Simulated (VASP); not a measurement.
# TiO2 (I4_1/amd) in VASP: further runs, part 2 of 2

VASP 6.6.1. The steps go on from the part before.

**3. Electric field gradients, LDA (zz strain of +3 %)**

INCAR reads:

```
PREC = Accurate
ENCUT = 520
EDIFF = 1E-8
ISMEAR = -1
SIGMA = 0.08
LREAL = False
LASPH = True
NELM = 100
ALGO = Normal
ISIF = 2
LWAVE = False
LCHARG = False
GGA = CA
LEFG = True
NBANDS = 33
```

KPOINTS reads:

```
Automatic mesh
0
Gamma
  13 13 13
```

POSCAR reads:

```
TiO2
1.0
   -1.8925000000      1.8925000000      4.8997100000
    1.8925000000     -1.8925000000      4.8997100000
    1.8925000000      1.8925000000     -4.8997100000
Ti O
2 4
Direct
    0.0000000000      0.0000000000      0.0000000000
    0.7500000000      0.2500000000      0.5000000000
    0.2066000000      0.2066000000      0.0000000000
    0.9566000000      0.4566000000      0.5000000000
    0.5434000000      0.0434000000      0.5000000000
    0.7934000000      0.7934000000      0.0000000000
```

Potentials or basis: VASP PAW LDA potentials, release 64 (Ti_sv, O).

Launch:

```console
cat potpaw_LDA.64/Ti_sv/POTCAR potpaw_LDA.64/O/POTCAR > POTCAR
mpirun -np 1 vasp_std > vasp.out
```

OUTCAR:

```text
PREC = Accurate
   ENCUT = 520
   EDIFF = 1E-8
   ISMEAR = -1
   LREAL = False
   LASPH = True
   NELM = 100
   ISIF = 2
   GGA = CA

 ion  position               nearest neighbor table
   1  0.000  0.000  0.000-   5 1.94   4 1.94   5 1.94   4 1.94   3 2.02   6 2.02
   2  0.750  0.250  0.500-   6 1.94   3 1.94   6 1.94   3 1.94   4 2.02   5 2.02
   3  0.207  0.207  0.000-   2 1.94   2 1.94   1 2.02
   4  0.957  0.457  0.500-   1 1.94   1 1.94   2 2.02
   5  0.543  0.043  0.500-   1 1.94   1 1.94   2 2.02
   6  0.793  0.793  0.000-   2 1.94   2 1.94   1 2.02

  LATTYP: Found a body centered tetragonal cell.
 ALAT       =     3.7850000000
 C/A-ratio  =     2.5890145310

  Lattice vectors:

 A1 = (  -1.8925000000,   1.8925000000,   4.8997100000)
[... 1103 lines left out ...]
   4      14.023   -10.379    -3.644    -0.002    -0.002    -0.002
   5     -10.379    14.023    -3.644    -0.002    -0.002    -0.002
   6      14.023   -10.379    -3.644    -0.002    -0.002    -0.002
---------------------------------------------------------------------

 Electric field gradients after diagonalization (V/A^2)
 (convention: |V_zz| > |V_xx| > |V_yy|)
----------------------------------------------------------------------
 ion       V_xx      V_yy      V_zz     asymmetry (V_yy - V_xx)/ V_zz
----------------------------------------------------------------------
   1     -12.819   -12.816    25.636       0.000
   2     -12.819   -12.816    25.636       0.000
   3     -10.379    -3.644    14.023       0.480
   4     -10.379    -3.644    14.023       0.480
   5     -10.379    -3.644    14.023       0.480
   6     -10.379    -3.644    14.023       0.480
----------------------------------------------------------------------

           NMR quadrupolar parameters

 Cq : quadrupolar parameter    Cq=e*Q*V_zz/h
 eta: asymmetry parameters     (V_yy - V_xx)/ V_zz
 Q  : nuclear electric quadrupole moment in mb (millibarn)
----------------------------------------------------------------------
 ion       Cq(MHz)       eta       Q (mb)
----------------------------------------------------------------------
   1       0.062       0.000       1.000
   2       0.062       0.000       1.000
   3       0.034       0.480       1.000
   4       0.034       0.480       1.000
   5       0.034       0.480       1.000
   6       0.034       0.480       1.000
----------------------------------------------------------------------
```

OSZICAR:

```text
N       E                     dE             d eps       ncg     rms          rms(c)
DAV:   1     0.645570739224E+03    0.64557E+03   -0.24170E+04 12936   0.167E+03
DAV:   2     0.220255736518E+02   -0.62355E+03   -0.57998E+03 14167   0.502E+02
[... 11 lines left out ...]
DAV:  14    -0.587065363213E+02    0.63606E-04   -0.23166E-04 17382   0.176E-01    0.205E-02
DAV:  15    -0.587065400980E+02   -0.37766E-05   -0.50522E-05 17691   0.532E-02    0.571E-03
DAV:  16    -0.587065400523E+02    0.45653E-07   -0.21829E-06 17911   0.105E-02    0.340E-03
DAV:  17    -0.587065399040E+02    0.14830E-06   -0.12582E-06 17118   0.673E-03    0.128E-03
DAV:  18    -0.587065398852E+02    0.18760E-07   -0.12456E-07 16757   0.382E-03    0.703E-04
DAV:  19    -0.587065398854E+02   -0.18099E-09   -0.71855E-09 10060   0.107E-03
   1 F= -.58706540E+02 E0= -.58706540E+02  d E =-.309767E-06
```

Wall time 8.9 min (1 thread of Intel Xeon 6975P-C (Granite Rapids), shared host); peak memory 0.47 GiB.

Results:

| Property | Result |
| --- | --- |
| Free energy | -58.7065 eV |
| Pressure | -10.9 GPa |
| Largest force | 0.349 eV/Å |
| Band gap on the k mesh | 2.01 eV, indirect (least direct gap 2.34 eV) |

Forces in eV/Å, atoms in the order of the input:
```
Ti   0.000  0.000  0.000
Ti   0.000  0.000  0.000
O    0.000  0.000 -0.349
O    0.000  0.000 -0.349
O    0.000  0.000  0.349
O    0.000  0.000  0.349
```

Stress tensor (GPa, compression positive):
```
 -9.82   0.00   0.00
  0.00  -9.82   0.00
  0.00   0.00 -13.08
```

Electric field gradients, principal values (V/Å²):
```
atom    least   middle  greatest (by size)
1 Ti  -12.816  -12.819              25.636
2 Ti  -12.816  -12.819              25.636
 3 O   -3.644  -10.379              14.023
 4 O   -3.644  -10.379              14.023
 5 O   -3.644  -10.379              14.023
 6 O   -3.644  -10.379              14.023
```

Caveat: the cell differs from its parent crystal (zz strain of +3 %); without QUAD_EFG the Cq values of the log hold for a quadrupole moment of 1 mb, not for the nuclei.
